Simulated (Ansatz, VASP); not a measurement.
## LuAlN2: VASP beside Ansatz

```xyz
4
Lattice="3.1709 0.0000 0.0000 0.0000 3.1709 0.0000 0.0000 0.0000 4.4783" Properties=species:S:1:pos:R:3 pbc="T T T"
Al    0.0000    0.0000    0.0000
N     0.0000    0.0000    2.2391
N     1.5855    1.5855    0.0000
Lu    1.5855    1.5855    2.2391
```

Alike in both runs: task single point; functional PBE; k mesh 8 × 8 × 6; no spin polarisation.

```csv
,VASP,Ansatz
version,VASP 6.6.1,Ansatz 0.2.0
potentials or method,"VASP PAW PBE potentials, release 64 (Al, N, Lu)","plane waves, PAW"
plane-wave cutoff (eV),520,420
occupations,"gaussian, width 0.01 eV",fixed
valence electrons in the cell,38,38
```

```tsv
	VASP	Ansatz	Ansatz less VASP
gap on the k mesh at the Fermi level (eV)	0.55	0.54	-0.001
pressure (GPa)	4.9	4.1	-0.81
```

Spin-orbit coupling is off throughout.
